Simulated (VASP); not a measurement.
# KMgF3 (Amm2) in VASP: further runs, part 2 of 2

VASP 6.6.1. The steps go on from the part before.

### 4 Single point, PBE

File INCAR:

```
  PREC = Accurate
  ENCUT = 520
  EDIFF = 1E-6
  ISMEAR = 0
  SIGMA = 0.05
  LREAL = False
  LASPH = True
  NELM = 60
  ALGO = Normal
  ISIF = 2
  LWAVE = False
  LCHARG = False
  GGA = PE
  NBANDS = 24
```

File KPOINTS:

```
regular mesh
0
Gamma
  6 6 6
```

File POSCAR:

```
KMgF3
1.0
    3.9859000000      0.0000000000      0.0000000000
    0.0000000000      3.9859000000      0.0000000000
    0.0000000000      0.0000000000      3.9859000000
K Mg F
1 1 3
Direct
    0.5000000000      0.5000000000      0.5000000000
    0.0000000000      0.0000000000      0.0000000000
    0.5000000000     -0.0554381367     -0.0554381367
    0.0000000000      0.4445618633     -0.0554381367
    0.0000000000     -0.0554381367      0.4445618633
```

Potentials or basis: VASP PAW PBE potentials, release 64 (K_sv, Mg, F).

The run is started by

```
$ cat potpaw_PBE.64/K_sv/POTCAR potpaw_PBE.64/Mg/POTCAR potpaw_PBE.64/F/POTCAR > POTCAR
$ mpirun -np 1 vasp_std > vasp.out
```

OUTCAR:

```text
PREC = Accurate
   ENCUT = 520
   EDIFF = 1E-6
   ISMEAR = 0
   LREAL = False
   LASPH = True
   NELM = 60
   ISIF = 2
   GGA = PE

 ion  position               nearest neighbor table
   1  0.500  0.500  0.500-   3 2.51   4 2.68   5 2.68   4 2.68   5 2.68   3 2.84   3 2.84   2 3.45
                             2 3.45   2 3.45   2 3.45   2 3.45   2 3.45   2 3.45   2 3.45
   2  0.000  0.000  0.000-   4 1.79   5 1.79   3 2.02   3 2.02   4 2.22   5 2.22   1 3.45   1 3.45
                             1 3.45   1 3.45   1 3.45   1 3.45   1 3.45   1 3.45
   3  0.500  0.945  0.945-   2 2.02   2 2.02   1 2.51   1 2.84   1 2.84
   4  0.000  0.445  0.945-   2 1.79   2 2.22   1 2.68   1 2.68
   5  0.000  0.945  0.445-   2 1.79   2 2.22   1 2.68   1 2.68

  LATTYP: Found a simple cubic cell.
 ALAT       =     3.9859000000

  Lattice vectors:

 A1 = (   3.9859000000,   0.0000000000,   0.0000000000)
 A2 = (   0.0000000000,   3.9859000000,   0.0000000000)
 A3 = (   0.0000000000,   0.0000000000,   3.9859000000)

Analysis of symmetry for initial positions (statically):
=====================================================================
[... 182 lines left out ...]
 cond. band min:       5.6210963330   @ k =   0.0000   0.0000   0.0000
 fundamental gap:      7.2560038139
 Fermi energy:        -1.3035282287

 k-point     1 :       0.0000    0.0000    0.0000
  band No.  band energies     occupation
      1     -27.1831      2.00000
      2     -21.7649      2.00000
      3     -21.1740      2.00000
      4     -21.0739      2.00000
      5     -10.6892      2.00000
      6     -10.6863      2.00000
[... 637 lines left out ...]
     23      12.7521      0.00000
     24      13.0409      0.00000

 [... further k-points ...]

------------------------ aborting loop because EDIFF is reached ----------------------------------------

  FORCE on cell =-STRESS in cart. coord.  units (eV):
  Direction    XX          YY          ZZ          XY          YZ          ZX
  --------------------------------------------------------------------------------------
  -------------------------------------------------------------------------------------
  Total        1.2795073      4.2103729      4.2103729      0.0000000     -0.5041381      0.0000000
  in kB       32.3723433    106.5250999    106.5250999      0.0000000    -12.7550138      0.0000000
  external PRESSURE =      81.8075144 kB  Pullay stress =       0.0000000 kB

 VOLUME and BASIS-vectors are now :
 -----------------------------------------------------------------------------
  energy-cutoff  :      520.00
  volume of cell :       63.33
      direct lattice vectors                 reciprocal lattice vectors
     3.985900000  0.000000000  0.000000000     0.250884367  0.000000000  0.000000000
     0.000000000  3.985900000  0.000000000     0.000000000  0.250884367  0.000000000
     0.000000000  0.000000000  3.985900000     0.000000000  0.000000000  0.250884367

 POSITION                                       TOTAL-FORCE (eV/Angst)
 -----------------------------------------------------------------------------------
      1.99295      1.99295      1.99295         0.000000     -0.373209     -0.373209
      0.00000      0.00000      0.00000         0.000000     -2.114019     -2.114019
      1.99295      3.76493      3.76493         0.000000      0.393570      0.393570
      0.00000      1.77198      3.76493         0.000000      1.980658      0.113001
      0.00000      3.76493      1.77198         0.000000      0.113001      1.980658
 -----------------------------------------------------------------------------------
    total drift:                                0.000000     -0.000598     -0.000602

  FREE ENERGIE OF THE ION-ELECTRON SYSTEM (eV)
  ---------------------------------------------------
  free  energy   TOTEN  =       -23.9048906281 eV

  energy  without entropy=      -23.9048906281  energy(sigma->0) =      -23.90489063
```

OSZICAR:

```text
N       E                     dE             d eps       ncg     rms          rms(c)
DAV:   1     0.221429664762E+03    0.22143E+03   -0.17484E+04  2608   0.128E+03
DAV:   2    -0.145720985804E+02   -0.23600E+03   -0.22766E+03  3136   0.344E+02
DAV:   3    -0.257886348666E+02   -0.11217E+02   -0.11162E+02  3608   0.691E+01
DAV:   4    -0.262555856229E+02   -0.46695E+00   -0.46690E+00  3312   0.868E+00
DAV:   5    -0.262581583504E+02   -0.25727E-02   -0.25727E-02  3400   0.747E-01    0.937E+00
DAV:   6    -0.239098341138E+02    0.23483E+01   -0.76709E+00  3000   0.201E+01    0.427E+00
DAV:   7    -0.239034726157E+02    0.63615E-02   -0.24161E-01  3104   0.311E+00    0.252E+00
DAV:   8    -0.239045924850E+02   -0.11199E-02   -0.72536E-02  3208   0.245E+00    0.301E-01
DAV:   9    -0.239045678299E+02    0.24655E-04   -0.14930E-02  3288   0.842E-01    0.146E-01
DAV:  10    -0.239048797324E+02   -0.31190E-03   -0.99297E-04  2904   0.233E-01    0.774E-02
DAV:  11    -0.239048929984E+02   -0.13266E-04   -0.29383E-05  3272   0.433E-02    0.489E-02
DAV:  12    -0.239048902653E+02    0.27331E-05   -0.46635E-05  2704   0.502E-02    0.373E-03
DAV:  13    -0.239048906281E+02   -0.36284E-06   -0.96458E-07  2712   0.714E-03
   1 F= -.23904891E+02 E0= -.23904891E+02  d E =-.110272E-22
```

It used 56 s of CPU time on 1 thread of Intel Xeon 6975P-C, with other jobs on the host.

What came out:

```
Free energy            : -23.9049 eV
Pressure               : 8.2 GPa
Largest force          : 2.990 eV/Å
Band gap on the k mesh : 7.26 eV, indirect (least direct gap 7.58 eV)
```

Forces in eV/Å, atoms in the order of the input:
```
K    0.000 -0.373 -0.373
Mg   0.000 -2.114 -2.114
F    0.000  0.394  0.394
F    0.000  1.981  0.113
F    0.000  0.113  1.981
```

Levels at points of the mesh, in eV from the valence-band top:
| k point | band 14 | band 15 | band 16 | band 17 | band 18 | band 19 |
| --- | --- | --- | --- | --- | --- | --- |
| (0.00, 0.00, 0.00) | -0.37 | -0.34 | -0.32 | 7.26 | 10.25 | 10.25 |
| (0.50, 0.00, 0.00) | -0.77 | -0.66 | -0.55 | 9.98 | 10.32 | 11.18 |
| (0.00, 0.50, 0.00) | -0.84 | -0.55 | -0.49 | 10.00 | 10.36 | 11.26 |
| (0.50, 0.50, 0.00) | -0.87 | -0.81 | -0.04 | 10.81 | 11.59 | 12.19 |
| (0.00, 0.50, 0.50) | -0.82 | -0.82 | -0.08 | 10.60 | 11.85 | 12.29 |
| (0.50, 0.50, 0.50) | -0.08 | -0.05 | 0.00 | 10.48 | 10.53 | 10.61 |

Caveat: the cell differs from its parent crystal (all F atoms moved +0.312 Å, as atom 3 towards its neighbour atom 1 (K) at 2.818 Å); forces of over 1 eV/Å act on the atoms, so gaps and moduli don't describe the material at rest. A k mesh can miss the band edges.

### 5 Single point, PBE

File INCAR:

```
PREC = Accurate ; ENCUT = 520
EDIFF = 1E-6 ; ISMEAR = 0
SIGMA = 0.05 ; LREAL = F
LASPH = T ; NELM = 100
ALGO = Normal ; ISIF = 2
LWAVE = F ; LCHARG = T
GGA = PE ; LELF = T
LVHAR = T ; NBANDS = 24
```

File KPOINTS:

```
Automatic mesh
0
Gamma
  6 6 6
```

File POSCAR:

```
KMgF3
1.0
    3.9859000000      0.0000000000      0.0000000000
    0.0000000000      3.9859000000      0.0000000000
    0.0000000000      0.0000000000      3.9859000000
K Mg F
1 1 3
Direct
    0.5000000000      0.5000000000      0.5000000000
    0.0000000000      0.0000000000      0.0000000000
    0.5000000000     -0.0332628820     -0.0332628820
    0.0000000000      0.4667371180     -0.0332628820
    0.0000000000     -0.0332628820      0.4667371180
```

The run is started by

```
$ cat potpaw_PBE.64/K_sv/POTCAR potpaw_PBE.64/Mg/POTCAR potpaw_PBE.64/F/POTCAR > POTCAR
$ mpirun -np 1 vasp_std > vasp.out
```

It used 61 s of CPU time on 1 thread of Intel Xeon 6975P-C (shared host).

Results (log left out):

```yaml
Free_energy: -24.2405 eV
Pressure: 5.1 GPa
Largest_force: 1.648 eV/Å
Band_gap_on_the_k_mesh: 7.29 eV, indirect (least direct gap 7.61 eV)
```

Forces on the atoms (eV/Å):
```
K    0.000 -0.189 -0.189
Mg   0.000 -1.165 -1.165
F    0.000  0.191  0.191
F    0.000  1.031  0.133
F    0.000  0.133  1.031
```

Stress tensor (GPa, compression positive):
```
 3.29  0.00  0.00
 0.00  5.95 -0.37
 0.00 -0.37  5.95
```

Levels at points of the mesh, in eV from the valence-band top:
```
           k point  band 13  band 14  band 15  band 16  band 17  band 18  band 19  band 20
(0.00, 0.00, 0.00)    -0.63    -0.35    -0.33    -0.32     7.29    10.14    10.14    12.26
(0.50, 0.00, 0.00)    -0.83    -0.83    -0.58    -0.53    10.07    10.40    11.14    12.68
(0.00, 0.50, 0.00)    -0.89    -0.85    -0.54    -0.52    10.08    10.41    11.17    12.80
(0.50, 0.50, 0.00)    -1.06    -0.88    -0.86    -0.03    10.88    11.66    12.40    12.49
(0.00, 0.50, 0.50)    -1.05    -0.87    -0.87    -0.04    10.80    11.75    12.47    12.61
(0.50, 0.50, 0.50)    -1.08    -0.03    -0.02     0.00    10.46    10.48    10.50    13.58
```

Caveat: the cell differs from its parent crystal (all F atoms moved +0.188 Å, as atom 3 towards its neighbour atom 1 (K) at 2.818 Å); forces of over 1 eV/Å act on the atoms, so gaps and moduli don't describe the material at rest.
